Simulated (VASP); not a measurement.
# Nb3C2 (P6mm) in VASP: notebook

The runs below take Nb3C2 through single point, relaxation of cell and atoms, with PBE.

All numbers are computed with VASP 6.6.1; they aren't measurements. Logs are shortened: lines on timing, memory, paths and dates and some standing lists are left out, and cuts for length are marked.

## (1) The cell of the first run

It takes space group P6mm (No. 183, hexagonal). Conventional cell: a = 4.179 Å, b = 4.179 Å, c = 5.227 Å, α = 90.00°, β = 90.00°, γ = 120.00°. Nb (site symmetry 2mm) has 4 Nb at 2.09 Å and 2 C at 2.15 Å within 2.8 Å. C (site symmetry 6mm) has 6 Nb at 2.15 Å and 1 C at 2.29 Å within 2.8 Å. C (site symmetry 6mm) has 2 C at 2.29 to 2.94 Å within 3.0 Å.

## (2) Single point, PBE

INCAR reads:

```
PREC = Accurate
ENCUT = 520
EDIFF = 1E-6
ISMEAR = 0
SIGMA = 0.1
LREAL = False
LASPH = True
NELM = 100
ALGO = Normal
ISIF = 2
LWAVE = False
LCHARG = True
GGA = PE
LELF = True
LVHAR = True
NBANDS = 32
```

KPOINTS reads:

```
Automatic mesh
0
Gamma
  6 6 4
```

POSCAR reads:

```
Nb3C2
1.0
    4.1793856400      0.0000000000      0.0000000000
   -2.0896928200      3.6194541400      0.0000000000
    0.0000000000      0.0000000000      5.2268501500
Nb C
3 2
Direct
    0.5000000000      0.0000000000      0.9404922600
    0.0000000000      0.5000000000      0.9404922600
    0.5000000000      0.5000000000      0.9404922600
    0.0000000000      0.0000000000      0.8414877500
    0.0000000000      0.0000000000      0.4035482700
```

Potentials or basis: VASP PAW PBE potentials, release 64 (Nb_sv, C).

On the command line:

```sh
> cat potpaw_PBE.64/Nb_sv/POTCAR potpaw_PBE.64/C/POTCAR > POTCAR
> mpirun -np 1 vasp_std > vasp.out
```

OUTCAR:

```text
PREC = Accurate
   ENCUT = 520
   EDIFF = 1E-6
   ISMEAR = 0
   LREAL = False
   LASPH = True
   NELM = 100
   ISIF = 2
   GGA = PE

 ion  position               nearest neighbor table
   1  0.500  0.000  0.940-   2 2.09   3 2.09   3 2.09   2 2.09   4 2.15   4 2.15
   2  0.000  0.500  0.940-   3 2.09   3 2.09   1 2.09   1 2.09   4 2.15   4 2.15
   3  0.500  0.500  0.940-   2 2.09   2 2.09   1 2.09   1 2.09   4 2.15   4 2.15
   4  0.000  0.000  0.841-   1 2.15   1 2.15   3 2.15   2 2.15   2 2.15   3 2.15
   5  0.000  0.000  0.404-

  LATTYP: Found a hexagonal cell.
 ALAT       =     4.1793856400
 C/A-ratio  =     1.2506264318

  Lattice vectors:

 A1 = (   4.1793856400,   0.0000000000,   0.0000000000)
 A2 = (  -2.0896928200,   3.6194541400,   0.0000000000)
 A3 = (   0.0000000000,   0.0000000000,   5.2268501500)

Analysis of symmetry for initial positions (statically):
=====================================================================
 Subroutine PRICEL returns:
 Original cell was already a primitive cell.

 Routine SETGRP: Setting up the symmetry group for a
 hexagonal supercell.

 Subroutine GETGRP returns: Found 12 space group operations
 (whereof 12 operations were pure point group operations)
 out of a pool of 24 trial point group operations.

The static configuration has the point symmetry C_6v.

Analysis of symmetry for dynamics (positions and initial velocities):
=====================================================================
 Subroutine PRICEL returns:
 Original cell was already a primitive cell.

 Routine SETGRP: Setting up the symmetry group for a
 hexagonal supercell.

 Subroutine GETGRP returns: Found 12 space group operations
 (whereof 12 operations were pure point group operations)
 out of a pool of 24 trial point group operations.

The dynamic configuration has the point symmetry C_6v.

 Subroutine INISYM returns: Found 12 space group operations
 (whereof 12 operations are pure point group operations),
 and found     1 'primitive' translations

----------------------------------------------------------------------------------------

                                     Primitive cell

  volume of cell :      79.0671
[... 87 lines left out ...]
   LSORBIT =      F    spin-orbit coupling
   LASPH  =      T    aspherical Exc in radial PAW
   ENCUT  =  520.0 eV  38.22 Ry    6.18 a.u.   7.77  7.77  9.72*2*pi/ulx,y,z
   NELM   =    100;   NELMIN=  2; NELMDL= -5     # of ELM steps
   EDIFF  = 0.1E-05   stopping-criterion for ELM
   LREAL  =      F    real-space projection
   EDIFFG = 0.1E-04   stopping-criterion for IOM
   NSW    =      0    number of steps for IOM
   IBRION =     -1    ionic relax: 0-MD 1-quasi-New 2-CG
   NFREE  =      0    steps in history (QN), initial steepest desc. (CG)
   ISIF   =      2    stress and relaxation
   ISYM   =      2    0-nonsym 1-usesym 2-fastsym
   POTIM  = 0.5000    time-step for ionic-motion
   TEBEG  =    0.0;   TEEND  =   0.0 temperature during run
   PSTRESS=    0.0 pullay stress
   NELECT =      47.0000    total number of electrons
   NUPDOWN=      -1.0000    fix difference up-down
   EMIN   =  10.00;   EMAX   =-10.00  energy-range for DOS
   EFERMI =   0.00;   METHOD = LEGACY
   ISMEAR =     0;   SIGMA  =   0.10  broadening in eV -4-tet -1-fermi 0-gaus
   EFERMI_NEDOS =   21; number of points for ismear=-14 and -15
   IALGO  =     38    algorithm
   IMIX   =      4    mixing-type and parameters
     AMIX     =   0.40;   BMIX     =  1.00
     AMIX_MAG =   1.60;   BMIX_MAG =  1.00
  volume/ion in A,a.u.               =      15.81       106.71
  Fermi-wavevector in a.u.,A,eV,Ry     =   1.376498  2.601204 25.779595  1.894747
  Thomas-Fermi vector in A             =   2.501737
   LORBIT       =      0    0 simple, 1 ext, 2 COOP (PROOUT), +10 PAW based schemes
   GGA     = PE    functional components
   LHFCALC =     F    Hartree Fock is set to
   AEXX    =    0.0000 exact exchange contribution
   IVDW    =     0    specifies the selected vdW correction
   LEPSILON=     F    determine dielectric tensor
   LRPA    =     F    only Hartree local field effects (RPA)
 non-spin polarized calculation
 Gauss-broadening in eV      SIGMA  =   0.10
  energy-cutoff  :      520.00
  volume of cell :       79.07
 maximum number of plane-waves:      2173
 NGX is ok and might be reduce to    32
   NGX = 15   NGY = 15   NGZ = 19

 number of electron      46.9999999 magnetization

 Free energy of the ion-electron system (eV)
  ---------------------------------------------------
  ext. energy  EPLUGINS =         0.00000000
  ---------------------------------------------------
  free energy    TOTEN  =       -25.32149658 eV

  energy without entropy =      -25.29575092  energy(sigma->0) =      -25.30862375

 E-fermi :   7.8169     XC(G=0): -10.8514

 val. band max:        7.7658805623   @ k =   0.1667   0.0000   0.2500
 cond. band min:       7.8352705631   @ k =   0.3333  -0.0000   0.2500
 fundamental gap:      0.0693900009
 Fermi energy:         7.8168812634

 k-point     1 :       0.0000    0.0000    0.0000
  band No.  band energies     occupation
      1     -49.0065      2.00000
      2     -45.8284      2.00000
      3     -45.8284      2.00000
      4     -30.0244      2.00000
      5     -26.1625      2.00000
      6     -26.1625      2.00000
[... 724 lines left out ...]
     31      12.2508      0.00000
     32      13.0561      0.00000

------------------------ aborting loop because EDIFF is reached ----------------------------------------

  FORCE on cell =-STRESS in cart. coord.  units (eV):
  Direction    XX          YY          ZZ          XY          YZ          ZX
  --------------------------------------------------------------------------------------
  -------------------------------------------------------------------------------------
  Total       74.2191028     74.2191029    -10.2799742      0.0000000      0.0000000      0.0000000
  in kB     1503.9406857   1503.9406887   -208.3085200      0.0000000      0.0000000      0.0000000
  external PRESSURE =     933.1909514 kB  Pullay stress =       0.0000000 kB

 VOLUME and BASIS-vectors are now :
 -----------------------------------------------------------------------------
  energy-cutoff  :      520.00
  volume of cell :       79.07
      direct lattice vectors                 reciprocal lattice vectors
     4.179385640  0.000000000  0.000000000     0.239269617  0.138142377  0.000000000
    -2.089692820  3.619454140  0.000000000     0.000000000  0.276284755  0.000000000
     0.000000000  0.000000000  5.226850150     0.000000000  0.000000000  0.191319814

 POSITION                                       TOTAL-FORCE (eV/Angst)
 -----------------------------------------------------------------------------------
      2.08969      0.00000      4.91581         0.000000      0.000000      1.134602
     -1.04485      1.80973      4.91581         0.000000     -0.000000      1.134602
      1.04485      1.80973      4.91581        -0.000000      0.000000      1.134602
      0.00000      0.00000      4.39833        -0.000000     -0.000000     -2.215865
      0.00000      0.00000      2.10929         0.000000     -0.000000     -1.187942
 -----------------------------------------------------------------------------------
    total drift:                               -0.000000     -0.000000     -0.000879

  FREE ENERGIE OF THE ION-ELECTRON SYSTEM (eV)
  ---------------------------------------------------
  free  energy   TOTEN  =       -25.3214965828 eV

  energy  without entropy=      -25.2957509221  energy(sigma->0) =      -25.30862375
```

OSZICAR:

```text
N       E                     dE             d eps       ncg     rms          rms(c)
DAV:   1     0.643132865329E+03    0.64313E+03   -0.26074E+04  1352   0.149E+03
DAV:   2     0.240210534611E+02   -0.61911E+03   -0.58521E+03  1576   0.615E+02
DAV:   3    -0.272799628618E+02   -0.51301E+02   -0.48892E+02  2352   0.135E+02
DAV:   4    -0.308108019865E+02   -0.35308E+01   -0.34806E+01  2392   0.338E+01
DAV:   5    -0.309496522348E+02   -0.13885E+00   -0.13845E+00  2216   0.674E+00    0.329E+01
DAV:   6    -0.298200915920E+02    0.11296E+01   -0.18674E+01  1712   0.217E+01    0.228E+01
DAV:   7    -0.259702859182E+02    0.38498E+01   -0.17710E+01  1856   0.183E+01    0.142E+01
DAV:   8    -0.253602781617E+02    0.61001E+00   -0.28161E+00  2144   0.991E+00    0.510E+00
DAV:   9    -0.253249439469E+02    0.35334E-01   -0.44684E-01  2200   0.422E+00    0.115E+00
DAV:  10    -0.253209644971E+02    0.39794E-02   -0.58515E-02  2048   0.144E+00    0.606E-01
DAV:  11    -0.253219429063E+02   -0.97841E-03   -0.12222E-02  1904   0.792E-01    0.160E-01
DAV:  12    -0.253214817470E+02    0.46116E-03   -0.17913E-03  1936   0.290E-01    0.537E-02
DAV:  13    -0.253215039453E+02   -0.22198E-04   -0.23553E-04  2000   0.940E-02    0.229E-02
DAV:  14    -0.253214965465E+02    0.73988E-05   -0.41689E-05  2040   0.462E-02    0.567E-03
DAV:  15    -0.253214965828E+02   -0.36301E-07   -0.40667E-06  1560   0.119E-02
   1 F= -.25321497E+02 E0= -.25308624E+02  d E =-.257457E-01
```

stdout:

```text
POSCAR found type information on POSCAR NbC
 POSCAR found :  2 types and       5 ions
 scaLAPACK will be used
 LDA part: xc-table for (Slater+PW92), standard interpolation
 POSCAR, INCAR and KPOINTS ok, starting setup
 FFT: planning ... GRIDC
 FFT: planning ... GRID_SOFT
 FFT: planning ... GRID
 WAVECAR not read
 entering main loop
```

Run time: 32 s. Hardware: 1 thread of AMD EPYC 9R45 (Zen 5), shared host; peak memory 0.17 GiB.

What came out:

```
Free energy   : -25.3215 eV
Pressure      : 93.3 GPa
Largest force : 2.216 eV/Å
```

Forces in eV/Å, atoms in the order of the input:
```
Nb   0.000  0.000  1.135
Nb   0.000  0.000  1.135
Nb   0.000  0.000  1.135
C    0.000  0.000 -2.216
C    0.000  0.000 -1.188
```

Stress tensor (GPa, compression positive):
```
150.39   0.00   0.00
  0.00 150.39   0.00
  0.00   0.00 -20.83
```

Caveat: forces of over 1 eV/Å act on the atoms, so gaps and moduli don't describe the material at rest.

## (3) Relaxation of cell and atoms, PBE

INCAR reads:

```
ALGO = Normal
EDIFF = 1E-6
EDIFFG = -0.04
ENCUT = 600
GGA = PE
IBRION = 2
ISIF = 3
ISMEAR = 0
LASPH = T
LCHARG = F
LREAL = F
LWAVE = F
NELM = 100
NSW = 90
PREC = Accurate
SIGMA = 0.1
```

KPOINTS reads:

```
k-points
0
Gamma
  6 6 4
```

POSCAR is that of step 2.

Potentials or basis: VASP PAW PBE potentials, release 64 (Nb_sv, C).

On the command line:

```sh
> cat potpaw_PBE.64/Nb_sv/POTCAR potpaw_PBE.64/C/POTCAR > POTCAR
> mpirun -np 1 vasp_std > vasp.out
```

Run time: 20 min. Hardware: 1 thread of AMD EPYC 9R45 (Zen 5), shared host; peak memory 0.24 GiB.

The run converged. Its results:

* Free energy: -43.0316 eV
* Relaxed volume: 13.86 Å³/atom
* Relaxed cell: a = 5.412 Å, b = 5.412 Å, c = 2.731 Å, α = 90.00°, β = 90.00°, γ = 120.00°
* Space group after relaxing (to 0.05 Å): P6mm (No. 183)
* Energy gained by relaxing: 3540.7 meV/atom
* Ionic steps: 45
* Pressure after relaxing: 0.1 GPa
* Largest force after relaxing: 0.019 eV/Å

Forces in eV/Å, atoms in the order of the input:
```
Nb   0.000  0.000 -0.007
Nb   0.000  0.000 -0.007
Nb   0.000  0.000 -0.007
C    0.000  0.000  0.000
C    0.000  0.000  0.019
```

Stress tensor (GPa, compression positive):
```
 0.25  0.00  0.00
 0.00  0.25  0.00
 0.00  0.00 -0.19
```

The path:
```
step  energy change (eV)  largest force (eV/Å)  pressure (GPa)  volume (Å³)
   1              0.0000                2.2154           93.37        79.07
   3             -9.9846                0.3306          -18.38       123.63
   5            -11.0219                0.6474           -4.28       106.54
   7            -11.0536                0.5408           -6.51       108.27
   9            -16.4401                3.1253           14.80        64.64
  11            -16.4331                3.8548           17.91        63.76
  13            -10.1508               47.7031           78.01        59.84
  15            -16.7131                7.2725           32.21        61.60
  17            -17.1483                2.1628           25.46        62.07
  19            -17.5864                0.7111            8.98        66.07
  21            -17.6728                1.2702            0.00        69.23
  23            -17.6857                0.1782           -0.51        69.42
  25            -17.6886                0.0996            0.31        69.28
  27            -17.6890                0.2805           -0.20        69.50
  29            -17.6892                0.1967           -0.12        69.47
  31            -17.6896                0.1344           -0.69        69.69
  33            -17.6905                0.1475           -0.69        69.70
  35            -17.6936                0.2080           -0.68        69.74
  37            -17.6966                0.1763           -0.62        69.78
  39            -17.6973                0.8683           -0.17        69.51
  41            -17.7004                0.3721           -0.31        69.57
  43            -17.7016                0.0240            0.48        69.01
  45            -17.7036                0.0195            0.11        69.28
```

Final structure:
```
Nb C
1.0
     5.41199    0.00000    0.00000
    -2.70600    4.68692    0.00000
     0.00000    0.00000    2.73115
Nb C
3 2
Direct
  0.50000 0.00000 0.91799
  0.00000 0.50000 0.91799
  0.50000 0.50000 0.91799
  0.00000 0.00000 0.90649
  0.00000 0.00000 0.40604
```

Levels at points of the mesh, in eV from the Fermi level:
```
           k point  band 19  band 20  band 21  band 22  band 23  band 24  band 25  band 26  band 27  band 28
(0.00, 0.00, 0.00)    -3.28    -3.28    -2.13    -2.13    -1.30     0.74     1.74     1.88     2.04     2.04
(0.50, 0.00, 0.00)    -3.00    -2.15    -1.55    -0.95    -0.72     0.04     1.34     1.47     2.46     2.62
(0.00, 0.00, 0.50)    -3.05    -3.05    -2.03    -2.03    -0.15     0.19     0.19     0.92     0.95     2.20
(0.50, 0.00, 0.50)    -3.74    -2.36    -2.18    -1.80    -1.27    -0.21     0.57     0.64     0.81     1.51
```
